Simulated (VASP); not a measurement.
A run of VASP 6.6.1 is set up as follows.

Contents of POSCAR:

```
Mn
1.0
   -1.3825610859      1.3825610859      1.3825610859
    1.3825610859     -1.3825610859      1.3825610859
    1.3825610859      1.3825610859     -1.3825610859
Mn
1
Direct
    0.0000000000      0.0000000000      0.0000000000
```

File INCAR.step1:

```
SYSTEM = Mn
PREC     = Accurate       ! precision mode
ENCUT    = 520            ! plane-wave cutoff, eV
ISMEAR   = -1             ! smearing method
SIGMA    = 0.1            ! smearing width, eV
LREAL    = .FALSE.        ! projectors in reciprocal space
LASPH    = .TRUE.         ! aspherical terms in the spheres
NELM     = 60             ! most SCF steps
NBANDS   = 12             ! bands
GGA      = PE             ! functional
ALGO     = Normal         ! electronic algorithm
EDIFF    = 1E-4           ! SCF threshold, eV
LWAVE    = .TRUE.         ! write WAVECAR
LCHARG   = .FALSE.        ! write CHGCAR
```

The input INCAR.step2:

```
SYSTEM = Mn
PREC     = Accurate       ! precision mode
ENCUT    = 520            ! plane-wave cutoff, eV
EDIFF    = 1E-6           ! SCF threshold, eV
ISMEAR   = -1             ! smearing method
SIGMA    = 0.1            ! smearing width, eV
LREAL    = .FALSE.        ! projectors in reciprocal space
LASPH    = .TRUE.         ! aspherical terms in the spheres
NELM     = 60             ! most SCF steps
ALGO     = Normal         ! electronic algorithm
ISIF     = 2              ! what is computed and relaxed
LWAVE    = .FALSE.        ! write WAVECAR
LCHARG   = .TRUE.         ! write CHGCAR
METAGGA  = R2SCAN         ! meta-GGA
LMIXTAU  = .TRUE.       
LELF     = .TRUE.         ! ELF
LVHAR    = .TRUE.       
NBANDS   = 12             ! bands
ISTART   = 1
```

Contents of KPOINTS:

```
regular mesh
0
G
  17 17 17
  0 0 0
```

Potentials or basis: VASP PAW PBE potentials, release 64 (Mn_pv).

Command:

```console
$ cat potpaw_PBE.64/Mn_pv/POTCAR > POTCAR
$ cp INCAR.step1 INCAR
$ mpirun -np 1 vasp_std > vasp.out
$ cp INCAR.step2 INCAR
$ mpirun -np 1 vasp_std > vasp.out
```

Problem. What does it give for the pressure?

Solution. -1.3 GPa.

Caveat: the PAW data sets were made with another functional, which shifts forces and pressure a little; the run has no spin polarisation, though such a crystal can be magnetic. Spin polarisation is off, so any magnetic state and its effect on volume and gap are missing.
